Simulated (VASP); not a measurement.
# MgCu3H6Cl2O6 (P-3m1) in VASP: single point with PBE

Aim: the single point of MgCu3H6Cl2O6 with PBE.

All numbers are computed with VASP 6.6.1; they aren't measurements. Logs are shortened: lines on timing, memory, paths and dates and some standing lists are left out, and cuts for length are marked.

**1. The cell of the first run**

Symmetry: P-3m1, No. 164, trigonal system. The conventional cell has a = 6.273 Å, b = 6.273 Å, c = 5.747 Å, α = 90.00°, β = 90.00°, γ = 120.00°. Within 2.9 Å of Mg (site symmetry -3m) lie 6 O at 2.11 Å and 6 H at 2.87 Å. Within 2.6 Å of Cu (site symmetry 2/m) lie 4 O at 1.99 Å and 4 H at 2.48 Å. Within 1.3 Å of H (site symmetry m) lie 1 O at 0.99 Å. Cl (site symmetry 3m) has 3 H at 2.22 Å and 3 Cu at 2.84 Å within 2.9 Å. Within 1.3 Å of O (site symmetry m) lie 1 H at 0.99 Å.

**2. Single point, PBE, collinear spin**

Contents of INCAR:

```
SYSTEM = MgCu3H6Cl2O6
ALGO = Normal
EDIFF = 1E-7
ENCUT = 520
GGA = PE
ISIF = 2
ISMEAR = -1
ISPIN = 2
LASPH = .True.
LCHARG = .False.
LMAXMIX = 4
LORBIT = 11
LREAL = Auto
LWAVE = .False.
MAGMOM = 0 1 1 1 0 0 0 0 0 0 0 0 0 0 0 0 0 0
NBANDS = 64
NELM = 150
PREC = Accurate
SIGMA = 0.02
```

Contents of KPOINTS:

```
k-points
0
Gamma
  4 4 4
  0 0 0
```

Contents of POSCAR:

```
MgCu3H6Cl2O6
1.0
    6.2733000000      0.0000000000      0.0000000000
   -3.1366500000      5.4328371656      0.0000000000
    0.0000000000      0.0000000000      5.7472000000
Mg Cu H Cl O
1 3 6 2 6
Direct
    0.0000000000      0.0000000000      0.0000000000
    0.5000000000      0.0000000000      0.0000000000
    0.0000000000      0.5000000000      0.0000000000
    0.5000000000      0.5000000000      0.0000000000
    0.2018986280      0.7981013720      0.3225105491
    0.2018986280      0.4037972559      0.3225105491
    0.5962027441      0.7981013720      0.3225105491
    0.7981013720      0.2018986280      0.6774894509
    0.4037972559      0.2018986280      0.6774894509
    0.7981013720      0.5962027441      0.6774894509
    0.6666666667      0.3333333333      0.3815887097
    0.3333333333      0.6666666667      0.6184112903
    0.6498556453      0.8249278226      0.1586450415
    0.1750721774      0.8249278226      0.1586450415
    0.1750721774      0.3501443547      0.1586450415
    0.8249278226      0.6498556453      0.8413549585
    0.8249278226      0.1750721774      0.8413549585
    0.3501443547      0.1750721774      0.8413549585
```

Potentials or basis: VASP PAW PBE potentials, release 64 (Mg, Cu, H, Cl, O).

The run is started by

```
cat potpaw_PBE.64/Mg/POTCAR potpaw_PBE.64/Cu/POTCAR potpaw_PBE.64/H/POTCAR potpaw_PBE.64/Cl/POTCAR potpaw_PBE.64/O/POTCAR > POTCAR
mpirun -np 1 vasp_std > vasp.out
```

OUTCAR:

```text
SYSTEM = MgCu3H6Cl2O6
   EDIFF = 1E-7
   ENCUT = 520
   GGA = PE
   ISIF = 2
   ISMEAR = -1
   ISPIN = 2
   LASPH = .True.
   LORBIT = 11
   LREAL = Auto
   NELM = 150
   PREC = Accurate

 ion  position               nearest neighbor table
   1  0.000  0.000  0.000-  13 2.11  18 2.11  16 2.11  15 2.11  17 2.11  14 2.11   2 3.14   2 3.14
                             4 3.14   3 3.14   3 3.14   4 3.14
   2  0.500  0.000  0.000-  14 1.99  17 1.99  13 1.99  18 1.99   1 3.14   1 3.14
   3  0.000  0.500  0.000-  14 1.99  17 1.99  16 1.99  15 1.99   1 3.14   1 3.14
   4  0.500  0.500  0.000-  15 1.99  16 1.99  13 1.99  18 1.99   1 3.14   1 3.14
   5  0.202  0.798  0.323-  14 0.99
   6  0.202  0.404  0.323-  15 0.99
   7  0.596  0.798  0.323-  13 0.99
   8  0.798  0.202  0.677-  17 0.99
   9  0.404  0.202  0.677-  18 0.99
  10  0.798  0.596  0.677-  16 0.99
  11  0.667  0.333  0.382-
  12  0.333  0.667  0.618-
  13  0.650  0.825  0.159-   7 0.99   4 1.99   2 1.99   1 2.11
  14  0.175  0.825  0.159-   5 0.99   2 1.99   3 1.99   1 2.11
  15  0.175  0.350  0.159-   6 0.99   4 1.99   3 1.99   1 2.11
  16  0.825  0.650  0.841-  10 0.99   4 1.99   3 1.99   1 2.11
  17  0.825  0.175  0.841-   8 0.99   2 1.99   3 1.99   1 2.11
  18  0.350  0.175  0.841-   9 0.99   4 1.99   2 1.99   1 2.11

  LATTYP: Found a hexagonal cell.
 ALAT       =     6.2733000000
 C/A-ratio  =     0.9161366426

  Lattice vectors:

 A1 = (   6.2733000000,   0.0000000000,   0.0000000000)
 A2 = (  -3.1366500000,   5.4328371656,   0.0000000000)
 A3 = (   0.0000000000,   0.0000000000,   5.7472000000)

Analysis of symmetry for initial positions (statically):
=====================================================================
 Subroutine PRICEL returns:
 Original cell was already a primitive cell.

 Routine SETGRP: Setting up the symmetry group for a
 hexagonal supercell.

 Subroutine GETGRP returns: Found 12 space group operations
 (whereof 12 operations were pure point group operations)
 out of a pool of 24 trial point group operations.

The static configuration has the point symmetry D_3d.

Analysis of symmetry for dynamics (positions and initial velocities):
=====================================================================
 Subroutine PRICEL returns:
 Original cell was already a primitive cell.

 Routine SETGRP: Setting up the symmetry group for a
 hexagonal supercell.

 Subroutine GETGRP returns: Found 12 space group operations
 (whereof 12 operations were pure point group operations)
 out of a pool of 24 trial point group operations.

The dynamic configuration has the point symmetry D_3d.

Analysis of structural, dynamic, and magnetic symmetry:
=====================================================================
 Subroutine PRICEL returns:
 Original cell was already a primitive cell.

 Routine SETGRP: Setting up the symmetry group for a
 hexagonal supercell.

 Subroutine GETGRP returns: Found 12 space group operations
 (whereof 12 operations were pure point group operations)
 out of a pool of 24 trial point group operations.

The overall configuration has the point symmetry D_3d.

 Subroutine INISYM returns: Found 12 space group operations
 (whereof 12 operations are pure point group operations),
 and found     1 'primitive' translations

----------------------------------------------------------------------------------------

                                     Primitive cell

  volume of cell :     195.8750

  direct lattice vectors                    reciprocal lattice vectors
     6.273300000  0.000000000  0.000000000     0.159405735  0.092032944  0.000000000
    -3.136650000  5.432837166  0.000000000     0.000000000  0.184065889  0.000000000
     0.000000000  0.000000000  5.747200000     0.000000000  0.000000000  0.173997773

  length of vectors
     6.273300000  6.273300000  5.747200000     0.184065889  0.184065889  0.173997773

  position of ions in fractional coordinates (direct lattice)
     0.000000000  0.000000000  0.000000000
     0.500000000  0.000000000  0.000000000
     0.000000000  0.500000000  0.000000000
     0.500000000  0.500000000  0.000000000
     0.201898628  0.798101372  0.322510549
     0.201898628  0.403797256  0.322510549
[... 10 lines left out ...]
     0.824927823  0.175072177  0.841354958
     0.350144355  0.175072177  0.841354958

  ion indices of the primitive-cell ions
   primitive index   ion index
                 1           1
                 2           2
                 3           3
                 4           4
                 5           5
                 6           6
[... 10 lines left out ...]
                17          17
                18          18

----------------------------------------------------------------------------------------

 KPOINTS: k-points

Automatic generation of k-mesh.
 Grid dimensions read from file:
 generate k-points for:    4    4    4

 Generating k-lattice:

  Cartesian coordinates                     Fractional coordinates (reciprocal lattice)
     0.039851434  0.023008236  0.000000000     0.250000000  0.000000000  0.000000000
     0.000000000  0.046016472  0.000000000     0.000000000  0.250000000  0.000000000
     0.000000000  0.000000000  0.043499443     0.000000000  0.000000000  0.250000000

  Length of vectors
     0.046016472  0.046016472  0.043499443

  Shift w.r.t. Gamma in fractional coordinates (k-lattice)
     0.000000000  0.000000000  0.000000000

 Subroutine IBZKPT returns following result:
 ===========================================

 Found     13 irreducible k-points:

 Following reciprocal coordinates:
            Coordinates               Weight
  0.000000  0.000000  0.000000      1.000000
  0.250000  0.000000  0.000000      6.000000
  0.500000  0.000000  0.000000      3.000000
  0.250000  0.250000  0.000000      6.000000
  0.000000  0.000000  0.250000      2.000000
  0.250000  0.000000  0.250000      6.000000
  0.000000  0.250000  0.250000      6.000000
  0.500000  0.000000  0.250000      6.000000
  0.250000  0.250000  0.250000     12.000000
  0.000000  0.000000  0.500000      1.000000
  0.250000  0.000000  0.500000      6.000000
  0.500000  0.000000  0.500000      3.000000
  0.250000  0.250000  0.500000      6.000000
   k-points           NKPTS =     13   k-points in BZ     NKDIM =     13   number of bands    NBANDS=     64
   number of dos      NEDOS =    301   number of ions     NIONS =     18
   total plane-waves  NPLWV = 110592
   dimension x,y,z NGX =    48 NGY =   48 NGZ =   48
   dimension x,y,z NGXF=    96 NGYF=   96 NGZF=   96
   ions per type =               1   3   6   2   6
   NGX,Y,Z   is equivalent  to a cutoff of  12.72, 12.72, 13.88 a.u.
   NGXF,Y,Z  is equivalent  to a cutoff of  25.44, 25.44, 27.77 a.u.
 SYSTEM =  MgCu3H6Cl2O6
   PREC   = accura    normal or accurate (medium, high low for compatibility)
   ISTART =      0    job   : 0-new  1-cont  2-samecut
   ICHARG =      2    charge: 1-file 2-atom 10-const
   ISPIN  =      2    spin polarized calculation?
   LNONCOLLINEAR =      F non collinear calculations
   LSORBIT =      F    spin-orbit coupling
   LASPH  =      T    aspherical Exc in radial PAW
   ENCUT  =  520.0 eV  38.22 Ry    6.18 a.u.  11.66 11.66 10.69*2*pi/ulx,y,z
   NELM   =    150;   NELMIN=  2; NELMDL= -5     # of ELM steps
   EDIFF  = 0.1E-06   stopping-criterion for ELM
   LREAL  =      T    real-space projection
   EDIFFG = 0.1E-05   stopping-criterion for IOM
   NSW    =      0    number of steps for IOM
   IBRION =     -1    ionic relax: 0-MD 1-quasi-New 2-CG
   NFREE  =      0    steps in history (QN), initial steepest desc. (CG)
   ISIF   =      2    stress and relaxation
   ISYM   =      2    0-nonsym 1-usesym 2-fastsym
   POTIM  = 0.5000    time-step for ionic-motion
   TEBEG  =    0.0;   TEEND  =   0.0 temperature during run
   PSTRESS=    0.0 pullay stress
   NELECT =      91.0000    total number of electrons
   NUPDOWN=      -1.0000    fix difference up-down
   EMIN   =  10.00;   EMAX   =-10.00  energy-range for DOS
   EFERMI =   0.00;   METHOD = LEGACY
   ISMEAR =    -1;   SIGMA  =   0.02  broadening in eV -4-tet -1-fermi 0-gaus
   EFERMI_NEDOS =   21; number of points for ismear=-14 and -15
   IALGO  =     38    algorithm
   IMIX   =      4    mixing-type and parameters
     AMIX     =   0.40;   BMIX     =  1.00
     AMIX_MAG =   1.60;   BMIX_MAG =  1.00
  volume/ion in A,a.u.               =      10.88        73.43
  Fermi-wavevector in a.u.,A,eV,Ry     =   1.267931  2.396042 21.873392  1.607649
  Thomas-Fermi vector in A             =   2.401053
   LORBIT       =     11    0 simple, 1 ext, 2 COOP (PROOUT), +10 PAW based schemes
   GGA     = PE    functional components
   LHFCALC =     F    Hartree Fock is set to
   AEXX    =    0.0000 exact exchange contribution
   IVDW    =     0    specifies the selected vdW correction
   LEPSILON=     F    determine dielectric tensor
   LRPA    =     F    only Hartree local field effects (RPA)
 spin polarized calculation
  energy-cutoff  :      520.00
  volume of cell :      195.88
 maximum number of plane-waves:      5314
 NGX is ok and might be reduce to    48
   NGX = 23   NGY = 23   NGZ = 21

 number of electron      90.9999933 magnetization       2.9999956

 Free energy of the ion-electron system (eV)
  ---------------------------------------------------
  ext. energy  EPLUGINS =         0.00000000
  ---------------------------------------------------
  free energy    TOTEN  =       -85.22632398 eV

  energy without entropy =      -85.22632308  energy(sigma->0) =      -85.22632353

 E-fermi :   2.1201     XC(G=0):  -9.4140

 val. band max:        1.9189013171   @ k =   0.0000   0.0000   0.0000
 cond. band min:       2.3300643886   @ k =   0.5000   0.0000   0.0000
 fundamental gap:      0.4111630715
 Fermi energy:         2.1201160389

 spin component 1

 k-point     1 :       0.0000    0.0000    0.0000
  band No.  band energies     occupation
      1     -18.2266      1.00000
      2     -17.6087      1.00000
      3     -17.6087      1.00000
      4     -17.5774      1.00000
      5     -17.4914      1.00000
      6     -17.4914      1.00000
[... 769 lines left out ...]
     56      10.1045      0.00000
     57      10.7989      0.00000
 Fermi energy:         2.1201160389

 spin component 2

 k-point     1 :       0.0000    0.0000    0.0000
  band No.  band energies     occupation
      1     -17.9714      1.00000
      2     -17.3372      1.00000
      3     -17.3372      1.00000
      4     -17.3094      1.00000
      5     -17.2114      1.00000
      6     -17.2114      1.00000
[... 769 lines left out ...]
     56      10.1627      0.00000
     57      10.9071      0.00000
 [bands above 57 left out]

------------------------ aborting loop because EDIFF is reached ----------------------------------------

  FORCE on cell =-STRESS in cart. coord.  units (eV):
  Direction    XX          YY          ZZ          XY          YZ          ZX
  --------------------------------------------------------------------------------------
  -------------------------------------------------------------------------------------
  Total        1.4380583      1.4380583      1.8767453     -0.0000000     -0.0000000     -0.0000000
  in kB       11.7627273     11.7627273     15.3510064     -0.0000000     -0.0000000     -0.0000000
  external PRESSURE =      12.9588203 kB  Pullay stress =       0.0000000 kB

 VOLUME and BASIS-vectors are now :
 -----------------------------------------------------------------------------
  energy-cutoff  :      520.00
  volume of cell :      195.88
      direct lattice vectors                 reciprocal lattice vectors
     6.273300000  0.000000000  0.000000000     0.159405735  0.092032944  0.000000000
    -3.136650000  5.432837166  0.000000000     0.000000000  0.184065889  0.000000000
     0.000000000  0.000000000  5.747200000     0.000000000  0.000000000  0.173997773

 POSITION                                       TOTAL-FORCE (eV/Angst)
 -----------------------------------------------------------------------------------
      0.00000      0.00000      0.00000        -0.000000     -0.000000      0.000000
      3.13665      0.00000      0.00000         0.000000     -0.000000      0.000000
     -1.56832      2.71642      0.00000         0.000000     -0.000000      0.000000
      1.56832      2.71642      0.00000         0.000000     -0.000000      0.000000
     -1.23679      4.33595      1.85353         0.021545     -0.012439      0.078071
      0.00000      2.19376      1.85353        -0.000000      0.024878      0.078071
[... 10 lines left out ...]
      4.62588      0.95114      4.83544         0.049875     -0.028796      0.059489
      1.64742      0.95114      4.83544        -0.049875     -0.028796      0.059489
 -----------------------------------------------------------------------------------
    total drift:                               -0.000000      0.000000      0.000000

  FREE ENERGIE OF THE ION-ELECTRON SYSTEM (eV)
  ---------------------------------------------------
  free  energy   TOTEN  =       -85.2263239839 eV

  energy  without entropy=      -85.2263230811  energy(sigma->0) =      -85.22632353

 total charge

# of ion       s       p       d       tot
------------------------------------------
    1        0.126   0.142   0.061   0.329
    2        0.347   0.358   9.093   9.799
    3        0.347   0.358   9.093   9.799
    4        0.347   0.358   9.093   9.799
    5        0.592   0.122   0.000   0.714
    6        0.592   0.122   0.000   0.714
[... 10 lines left out ...]
   17        1.554   3.563   0.000   5.116
   18        1.554   3.563   0.000   5.116
--------------------------------------------------
tot         17.238  30.401  27.341  74.980

 magnetization (x)

# of ion       s       p       d       tot
------------------------------------------
    1       -0.002   0.001  -0.000  -0.000
    2       -0.006  -0.004   0.626   0.616
    3       -0.006  -0.004   0.626   0.616
    4       -0.006  -0.004   0.626   0.616
    5       -0.002   0.002   0.000   0.001
    6       -0.002   0.002   0.000   0.001
[... 10 lines left out ...]
   17        0.010   0.153   0.000   0.163
   18        0.010   0.153   0.000   0.163
--------------------------------------------------
tot          0.029   0.948   1.879   2.857
```

It took 8.2 min on 1 thread of Intel Xeon 6975P-C (Granite Rapids), shared host; peak memory 0.55 GiB.

What came out:

```yaml
Free_energy: -85.2263 eV
Pressure: 1.3 GPa
Largest_force: 0.083 eV/Å
Band_gap_on_the_k_mesh: 0.41 eV (least direct gap 0.71 eV)
Net_moment: 3.00 μB per cell
Site_moments: Mg -0.00; Cu +0.62; H +0.00; Cl +0.01; O +0.16 μB
Valence_electrons_inside_the_program's_atomic_spheres: Mg 0.33; Cu 9.80; H 0.71; Cl 5.14; O 5.12
```

Forces on the atoms (eV/Å):
```
Mg   0.000  0.000  0.000
Cu   0.000  0.000  0.000
Cu   0.000  0.000  0.000
Cu   0.000  0.000  0.000
H    0.022 -0.012  0.078
H    0.000  0.025  0.078
H   -0.022 -0.012  0.078
H   -0.022  0.012 -0.078
H    0.022  0.012 -0.078
H    0.000 -0.025 -0.078
Cl   0.000  0.000  0.010
Cl   0.000  0.000 -0.010
O    0.050  0.029 -0.059
O   -0.050  0.029 -0.059
O    0.000 -0.058 -0.059
O    0.000  0.058  0.059
O    0.050 -0.029  0.059
O   -0.050 -0.029  0.059
```

Levels at points of the mesh, in eV from the valence-band top:
Spin up:
```
           k point  band 43  band 44  band 45  band 46  band 47  band 48  band 49  band 50  band 51  band 52
(0.00, 0.00, 0.00)    -1.09    -0.87    -0.39    -0.39     0.00     2.99     5.91     6.54     6.54     7.21
(0.50, 0.00, 0.00)    -1.03    -0.86    -0.82    -0.54    -0.30     4.88     4.99     6.24     7.03     7.24
(0.00, 0.00, 0.50)    -0.86    -0.86    -0.49    -0.49    -0.02     4.85     5.08     6.26     6.36     6.36
(0.50, 0.00, 0.50)    -0.96    -0.89    -0.73    -0.47    -0.39     5.58     5.59     6.18     6.47     6.60
```
Spin down:
```
           k point  band 41  band 42  band 43  band 44  band 45  band 46  band 47  band 48
(0.00, 0.00, 0.00)    -1.42    -0.69    -0.69    -0.53     0.77     0.77     1.19     3.09
(0.50, 0.00, 0.00)    -1.25    -0.82    -0.69    -0.51     0.41     0.75     0.87     5.04
(0.00, 0.00, 0.50)    -1.37    -0.57    -0.57    -0.55     0.71     0.71     1.18     4.91
(0.50, 0.00, 0.50)    -1.32    -0.74    -0.62    -0.54     0.47     0.79     0.83     5.67
```

A k mesh can miss the band edges.
